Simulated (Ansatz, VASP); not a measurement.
# Two plane-wave programs on Lu

File INCAR:

```
ALGO = Normal
EDIFF = 1E-7
ENCUT = 520
GGA = RE
ISIF = 2
ISMEAR = -1
LASPH = T
LCHARG = F
LREAL = F
LWAVE = F
NBANDS = 18
NELM = 100
PREC = Accurate
SIGMA = 0.1
```

File KPOINTS:

```
k-points
0
Gamma
  11 11 11
```

Contents of POSCAR:

```
Lu
1.0
    3.3356099013      0.0000000000      0.0000000000
    0.0000000000      3.3356099013      0.0000000000
    0.0000000000      0.0000000000      3.3356099013
Lu
1
Direct
    0.0000000000      0.0000000000      0.0000000000
```

Input for Ansatz:

```yaml
crystal:
  lattice:
    - [3.3356099013, 0.0, 0.0]
    - [0.0, 3.3356099013, 0.0]
    - [0.0, 0.0, 3.3356099013]
  atoms:
    - { symbol: Lu, position: [0.0, 0.0, 0.0] }
hamiltonian:
  xc: revpbe
  pseudopotentials:
    kind: paw
    azcp:
      Lu: "pseudopotentials/Lu.paw.azcp"
basis:
  ecutwfc: 420
  fft_grid_basis: typed
kpoints:
  mp_grid: { grid: [11, 11, 11], shift: [0, 0, 0] }
magnetization:
  spin_polarized: false
scf:
  occupations: { method: fermi_dirac, width: 0.1 }
  lower_state_search: "off"
output:
  stress: true
```

Alike in both runs: task single point; functional revPBE; k mesh 11 × 11 × 11; occupations fermi-dirac, width 0.1 eV; no spin polarisation.

|  | VASP | Ansatz |
| --- | --- | --- |
| version | VASP 6.6.1 | Ansatz 0.2.0 |
| potentials or method | VASP PAW PBE potentials, release 64 (Lu), cutoff 520 eV | plane waves (420 eV) with PAW, scalar-relativistic |
| valence electrons in the cell | 25 | 25 |

VASP gave:

| Quantity | Value |
| --- | --- |
| pressure (GPa) | -1.9 |

Problem. Which values does Ansatz return?

Solution. Pressure (GPa): -2.0.

VASP's potentials were made for PBE, not for revPBE.

Neither program's run includes spin-orbit coupling.
